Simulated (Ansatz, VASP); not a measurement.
**One calculation of TiRh3, two programs**

```
Ti Rh
1.0
     3.87230    0.00000    0.00000
     0.00000    3.87230    0.00000
     0.00000    0.00000    3.87230
Ti Rh
1 3
Direct
  0.00000 0.00000 0.00000
  0.00000 0.50000 0.50000
  0.50000 0.00000 0.50000
  0.50000 0.50000 0.00000
```

Change from the starting cell: volume scaled by 1.04.

Alike in both runs: task single point; functional LDA; k mesh 10 × 10 × 10; occupations fermi-dirac, width 0.03 eV; no spin polarisation.

```csv
,VASP,Ansatz
version,VASP 6.6.1,Ansatz 0.2.0
potentials or method,"VASP PAW LDA potentials, release 64 (Ti_sv, Rh_pv), cutoff 520 eV","all-electron LAPW, scalar-relativistic"
```

VASP gave:

```
pressure (GPa) : -17.7
```

Task: Estimate Ansatz's values.

Result: Pressure (GPa): -18.4.

LDA's correlation is that of Perdew and Zunger in VASP and of Perdew and Wang (1992) in Ansatz. Ansatz ran all-electron here, and VASP with PAW potentials.
